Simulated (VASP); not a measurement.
A run of VASP 6.6.1:

The input POSCAR:

```
Sn
1.0
    0.0000000000      3.2840539893      3.2840539893
    3.2840539893      0.0000000000      3.2840539893
    3.2840539893      3.2840539893      0.0000000000
Sn
2
Direct
    0.5000000000      0.5000000000      0.5000000000
    0.7500000000      0.7500000000      0.7500000000
```

File INCAR.step1:

```
PREC = Accurate
ENCUT = 520
ISMEAR = -1
SIGMA = 0.1
LREAL = F
LASPH = T
NELM = 80
NBANDS = 21
GGA = PE
ALGO = Normal
EDIFF = 1E-4
LWAVE = T
LCHARG = F
```

The input INCAR.step2:

```
PREC = Accurate
ENCUT = 520
EDIFF = 1E-6
ISMEAR = -1
SIGMA = 0.1
LREAL = F
LASPH = T
NELM = 80
ALGO = Normal
ISIF = 2
LWAVE = F
LCHARG = F
METAGGA = R2SCAN
LMIXTAU = T
NBANDS = 21
ISTART = 1
```

KPOINTS

```
regular mesh
0
Gamma
  3 3 3
```

Potentials or basis: VASP PAW PBE potentials, release 64 (Sn_d).

The run is started by

```sh
$ cat potpaw_PBE.64/Sn_d/POTCAR > POTCAR
$ cp INCAR.step1 INCAR
$ mpirun -np 1 vasp_std > vasp.out
$ cp INCAR.step2 INCAR
$ mpirun -np 1 vasp_std > vasp.out
```

Hardware: 1 thread of AMD EPYC 7R13, on a shared host.

Problem. Estimate the wall time of this run.

Solution. Wall time 75 s on 1 thread of AMD EPYC 7R13, on a shared host, peak memory 0.18 GiB. Counts: k points 4.
